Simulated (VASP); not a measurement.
# Mg2Ge2N (I4/mmm) in VASP: further runs, part 2 of 2

VASP 6.6.1.

## 3. Single point, PBE

This run uses another cell than the first one, of 17.77 Å³/atom, 1.052 times its volume.

INCAR

```
SYSTEM = Mg2Ge2N
ALGO = Normal
EDIFF = 1E-6
ENCUT = 520
GGA = PE
ISIF = 2
ISMEAR = 0
LASPH = .True.
LCHARG = .False.
LREAL = .False.
LWAVE = .False.
NBANDS = 26
NELM = 80
PREC = Accurate
SIGMA = 0.1
```

KPOINTS

```
k-points
0
Gamma
  6 6 6
  0 0 0
```

POSCAR

```
Mg2Ge2N
1.0
   -1.6998560283      1.6998560283      7.6862956499
    1.6998560283     -1.6998560283      7.6862956499
    1.6998560283      1.6998560283     -7.6862956499
Mg Ge N
2 2 1
Direct
    0.4168248843      0.4168248843      0.0000000000
    0.5831751157      0.5831751157      0.0000000000
    0.7500000000      0.2500000000      0.5000000000
    0.2500000000      0.7500000000      0.5000000000
    0.0000000000      0.0000000000      0.0000000000
```

Potentials or basis: VASP PAW PBE potentials, release 64 (Mg, Ge_d, N).

Launch:

```console
cat potpaw_PBE.64/Mg/POTCAR potpaw_PBE.64/Ge_d/POTCAR potpaw_PBE.64/N/POTCAR > POTCAR
mpirun -np 1 vasp_std > vasp.out
```

OUTCAR:

```text
SYSTEM = Mg2Ge2N
   EDIFF = 1E-6
   ENCUT = 520
   GGA = PE
   ISIF = 2
   ISMEAR = 0
   LASPH = .True.
   LREAL = .False.
   NELM = 80
   PREC = Accurate

 ion  position               nearest neighbor table
   1  0.417  0.417  0.000-   2 2.56   3 3.08   4 3.08   4 3.08   3 3.08
   2  0.583  0.583  0.000-   1 2.56   3 3.08   4 3.08   3 3.08   4 3.08
   3  0.750  0.250  0.500-   4 2.40   4 2.40   4 2.40   4 2.40   1 3.08   2 3.08   2 3.08   1 3.08

   4  0.250  0.750  0.500-   3 2.40   3 2.40   3 2.40   3 2.40   1 3.08   2 3.08   2 3.08   1 3.08

   5  0.000  0.000  0.000-

  LATTYP: Found a body centered tetragonal cell.
 ALAT       =     3.3997120566
 C/A-ratio  =     4.5217333244

  Lattice vectors:

 A1 = (  -1.6998560283,   1.6998560283,   7.6862956499)
 A2 = (   1.6998560283,  -1.6998560283,   7.6862956499)
 A3 = (   1.6998560283,   1.6998560283,  -7.6862956499)

Analysis of symmetry for initial positions (statically):
=====================================================================
 Subroutine PRICEL returns:
 Original cell was already a primitive cell.

 Routine SETGRP: Setting up the symmetry group for a
 body centered tetragonal supercell.

 Subroutine GETGRP returns: Found 16 space group operations
 (whereof 16 operations were pure point group operations)
 out of a pool of 16 trial point group operations.

The static configuration has the point symmetry D_4h.

Analysis of symmetry for dynamics (positions and initial velocities):
=====================================================================
 Subroutine PRICEL returns:
 Original cell was already a primitive cell.

 Routine SETGRP: Setting up the symmetry group for a
 body centered tetragonal supercell.

 Subroutine GETGRP returns: Found 16 space group operations
 (whereof 16 operations were pure point group operations)
 out of a pool of 16 trial point group operations.

The dynamic configuration has the point symmetry D_4h.

 Subroutine INISYM returns: Found 16 space group operations
 (whereof 16 operations are pure point group operations),
 and found     1 'primitive' translations

----------------------------------------------------------------------------------------

                                     Primitive cell

  volume of cell :      88.8385

  direct lattice vectors                    reciprocal lattice vectors
    -1.699856028  1.699856028  7.686295650     0.000000000  0.294142558  0.065050841
     1.699856028 -1.699856028  7.686295650     0.294142558  0.000000000  0.065050841
     1.699856028  1.699856028 -7.686295650     0.294142558  0.294142558  0.000000000

  length of vectors
     8.053456516  8.053456516  8.053456516     0.301249824  0.301249824  0.415980394

  position of ions in fractional coordinates (direct lattice)
     0.416824884  0.416824884  0.000000000
     0.583175116  0.583175116  0.000000000
     0.750000000  0.250000000  0.500000000
     0.250000000  0.750000000  0.500000000
     0.000000000  0.000000000  0.000000000

  ion indices of the primitive-cell ions
   primitive index   ion index
                 1           1
                 2           2
                 3           3
                 4           4
                 5           5

[... 25 lines left out ...]

 Following reciprocal coordinates:
            Coordinates               Weight
  0.000000  0.000000  0.000000      1.000000
  0.166667  0.000000  0.000000      8.000000
  0.333333  0.000000  0.000000      8.000000
  0.500000  0.000000 -0.000000      4.000000
  0.166667  0.166667  0.000000      8.000000
  0.333333  0.166667 -0.000000     16.000000
[... 16 lines left out ...]
 -0.333333 -0.333333  0.166667      8.000000
 -0.166667 -0.333333  0.166667      8.000000
 [... further k-points ...]
   k-points           NKPTS =     30   k-points in BZ     NKDIM =     30   number of bands    NBANDS=     26
   number of dos      NEDOS =    301   number of ions     NIONS =      5
   total plane-waves  NPLWV = 216000
   dimension x,y,z NGX =    60 NGY =   60 NGZ =   60
   dimension x,y,z NGXF=   120 NGYF=  120 NGZF=  120
   ions per type =               2   2   1
   NGX,Y,Z   is equivalent  to a cutoff of  12.39, 12.39, 12.39 a.u.
   NGXF,Y,Z  is equivalent  to a cutoff of  24.77, 24.77, 24.77 a.u.
 SYSTEM =  Mg2Ge2N
   PREC   = accura    normal or accurate (medium, high low for compatibility)
   ISTART =      0    job   : 0-new  1-cont  2-samecut
   ICHARG =      2    charge: 1-file 2-atom 10-const
   ISPIN  =      1    spin polarized calculation?
   LNONCOLLINEAR =      F non collinear calculations
   LSORBIT =      F    spin-orbit coupling
   LASPH  =      T    aspherical Exc in radial PAW
   ENCUT  =  520.0 eV  38.22 Ry    6.18 a.u.  14.97 14.97 14.97*2*pi/ulx,y,z
   NELM   =     80;   NELMIN=  2; NELMDL= -5     # of ELM steps
   EDIFF  = 0.1E-05   stopping-criterion for ELM
   LREAL  =      F    real-space projection
   EDIFFG = 0.1E-04   stopping-criterion for IOM
   NSW    =      0    number of steps for IOM
   IBRION =     -1    ionic relax: 0-MD 1-quasi-New 2-CG
   NFREE  =      0    steps in history (QN), initial steepest desc. (CG)
   ISIF   =      2    stress and relaxation
   ISYM   =      2    0-nonsym 1-usesym 2-fastsym
   POTIM  = 0.5000    time-step for ionic-motion
   TEBEG  =    0.0;   TEEND  =   0.0 temperature during run
   PSTRESS=    0.0 pullay stress
   NELECT =      37.0000    total number of electrons
   NUPDOWN=      -1.0000    fix difference up-down
   EMIN   =  10.00;   EMAX   =-10.00  energy-range for DOS
   EFERMI =   0.00;   METHOD = LEGACY
   ISMEAR =     0;   SIGMA  =   0.10  broadening in eV -4-tet -1-fermi 0-gaus
   EFERMI_NEDOS =   21; number of points for ismear=-14 and -15
   IALGO  =     38    algorithm
   IMIX   =      4    mixing-type and parameters
     AMIX     =   0.40;   BMIX     =  1.00
     AMIX_MAG =   1.60;   BMIX_MAG =  1.00
  volume/ion in A,a.u.               =      17.77       119.90
  Fermi-wavevector in a.u.,A,eV,Ry     =   1.222573  2.310329 20.336435  1.494686
  Thomas-Fermi vector in A             =   2.357715
   LORBIT       =      0    0 simple, 1 ext, 2 COOP (PROOUT), +10 PAW based schemes
   GGA     = PE    functional components
   LHFCALC =     F    Hartree Fock is set to
   AEXX    =    0.0000 exact exchange contribution
   IVDW    =     0    specifies the selected vdW correction
   LEPSILON=     F    determine dielectric tensor
   LRPA    =     F    only Hartree local field effects (RPA)
 non-spin polarized calculation
 Gauss-broadening in eV      SIGMA  =   0.10
  energy-cutoff  :      520.00
  volume of cell :       88.84
 maximum number of plane-waves:      2420
   NGX = 29   NGY = 29   NGZ = 29

 number of electron      37.0000003 magnetization

 Free energy of the ion-electron system (eV)
  ---------------------------------------------------
  ext. energy  EPLUGINS =         0.00000000
  ---------------------------------------------------
  free energy    TOTEN  =       -17.77552207 eV

  energy without entropy =      -17.76451678  energy(sigma->0) =      -17.77001942

 E-fermi :   4.2395     XC(G=0):  -9.8937

 val. band max:        4.2273440022   @ k =  -0.1667   0.1667   0.1667
 cond. band min:       4.2497249152   @ k =  -0.1667   0.5000   0.1667
 fundamental gap:      0.0223809130
 Fermi energy:         4.2394542538

 k-point     1 :       0.0000    0.0000    0.0000
  band No.  band energies     occupation
      1     -20.7806      2.00000
      2     -20.5911      2.00000
      3     -20.5297      2.00000
      4     -20.4172      2.00000
      5     -20.4172      2.00000
      6     -20.2294      2.00000
[... 685 lines left out ...]
     25      11.3539      0.00000
     26      12.0246      0.00000

 [... further k-points ...]

------------------------ aborting loop because EDIFF is reached ----------------------------------------

  FORCE on cell =-STRESS in cart. coord.  units (eV):
  Direction    XX          YY          ZZ          XY          YZ          ZX
  --------------------------------------------------------------------------------------
  -------------------------------------------------------------------------------------
  Total        0.0528847      0.0528847     -0.0441400      0.0000000     -0.0000000      0.0000000
  in kB        0.9537610      0.9537610     -0.7960526      0.0000000     -0.0000000      0.0000000
  external PRESSURE =       0.3704898 kB  Pullay stress =       0.0000000 kB

 VOLUME and BASIS-vectors are now :
 -----------------------------------------------------------------------------
  energy-cutoff  :      520.00
  volume of cell :       88.84
      direct lattice vectors                 reciprocal lattice vectors
    -1.699856028  1.699856028  7.686295650     0.000000000  0.294142558  0.065050841
     1.699856028 -1.699856028  7.686295650     0.294142558  0.000000000  0.065050841
     1.699856028  1.699856028 -7.686295650     0.294142558  0.294142558  0.000000000

 POSITION                                       TOTAL-FORCE (eV/Angst)
 -----------------------------------------------------------------------------------
      0.00000      0.00000      6.40768        -0.000000     -0.000000     -0.000431
      0.00000      0.00000      8.96491        -0.000000     -0.000000      0.000431
      0.00000      1.69986      3.84315         0.000000      0.000000      0.000000
      1.69986      0.00000      3.84315         0.000000      0.000000      0.000000
      0.00000      0.00000      0.00000         0.000000      0.000000     -0.000000
 -----------------------------------------------------------------------------------
    total drift:                               -0.000000     -0.000000      0.000000

  FREE ENERGIE OF THE ION-ELECTRON SYSTEM (eV)
  ---------------------------------------------------
  free  energy   TOTEN  =       -17.7755220691 eV

  energy  without entropy=      -17.7645167778  energy(sigma->0) =      -17.77001942
```

OSZICAR:

```text
N       E                     dE             d eps       ncg     rms          rms(c)
DAV:   1     0.272135555387E+03    0.27214E+03   -0.18040E+04  1826   0.291E+03
DAV:   2     0.290370133719E+02   -0.24310E+03   -0.23509E+03  1576   0.635E+02
DAV:   3    -0.182936500943E+02   -0.47331E+02   -0.46327E+02  1886   0.161E+02
DAV:   4    -0.205998598120E+02   -0.23062E+01   -0.22911E+01  1790   0.411E+01
DAV:   5    -0.206517235137E+02   -0.51864E-01   -0.51817E-01  1982   0.638E+00    0.906E+00
DAV:   6    -0.195381381998E+02    0.11136E+01   -0.24073E+01  1874   0.139E+01    0.937E+00
DAV:   7    -0.179747850038E+02    0.15634E+01   -0.83163E+00  1922   0.685E+00    0.250E+00
DAV:   8    -0.178178099287E+02    0.15698E+00   -0.54952E-01  1704   0.341E+00    0.133E+00
DAV:   9    -0.177795219679E+02    0.38288E-01   -0.95350E-02  1790   0.180E+00    0.589E-01
DAV:  10    -0.177797295273E+02   -0.20756E-03   -0.75613E-02  1858   0.885E-01    0.502E-01
DAV:  11    -0.177755094465E+02    0.42201E-02   -0.17710E-02  2238   0.350E-01    0.104E-01
DAV:  12    -0.177755335883E+02   -0.24142E-04   -0.88432E-04  1904   0.194E-01    0.202E-02
DAV:  13    -0.177755261317E+02    0.74566E-05   -0.11745E-04  1852   0.726E-02    0.278E-02
DAV:  14    -0.177755224200E+02    0.37117E-05   -0.37620E-05  1636   0.248E-02    0.342E-03
DAV:  15    -0.177755220691E+02    0.35092E-06   -0.11921E-06  1288   0.102E-02
   1 F= -.17775522E+02 E0= -.17770019E+02  d E =-.110053E-01
```

stdout:

```text
POSCAR found type information on POSCAR MgGeN
 POSCAR found :  3 types and       5 ions
 scaLAPACK will be used
 LDA part: xc-table for (Slater+PW92), standard interpolation
 POSCAR, INCAR and KPOINTS ok, starting setup
 FFT: planning ... GRIDC
 FFT: planning ... GRID_SOFT
 FFT: planning ... GRID
 WAVECAR not read
 entering main loop
```

It took 3.3 min on 1 thread of Intel Xeon Platinum 8375C at 2.90GHz (Ice Lake), shared host; peak memory 0.48 GiB.

Results:

```
Free energy : -17.7755 eV
Pressure    : 0.0 GPa
```

Caveat: the k points lie up to 0.44 Å⁻¹ apart.
